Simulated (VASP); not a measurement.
A run of VASP 6.6.1:

INCAR

```
PREC = Accurate
ENCUT = 600
EDIFF = 1E-6
ISMEAR = 0
SIGMA = 0.01
LREAL = False
LASPH = True
NELM = 120
ALGO = Normal
ISIF = 2
LWAVE = False
LCHARG = False
GGA = PS
NBANDS = 15
GGA_COMPAT = False
```

File KPOINTS:

```
regular mesh
0
Gamma
  4 4 4
```

File POSCAR:

```
CaO
1.0
   -0.0184601209      2.3887322091      2.4071923300
    2.3887322091     -0.0184601209      2.4071923300
    2.3702720882      2.3702720882      0.0000000000
Ca O
1 1
Direct
    0.0000000000      0.0000000000      0.0000000000
    0.5000000000      0.5000000000      0.5000000000
```

Potentials or basis: VASP PAW PBE potentials, release 64 (Ca_sv, O).

Command:

```bash
$ cat potpaw_PBE.64/Ca_sv/POTCAR potpaw_PBE.64/O/POTCAR > POTCAR
$ mpirun -np 1 vasp_std > vasp.out
```

Hardware: 1 thread of Intel(R) Xeon(R) 6975P-C (Granite Rapids) (shared host).

Question: Estimate the wall time of this run.

Answer: It took 4.6 s on 1 thread of Intel(R) Xeon(R) 6975P-C (Granite Rapids), on a shared host, peak memory 0.15 GiB. Counts: scf iterations 12, k points 18.
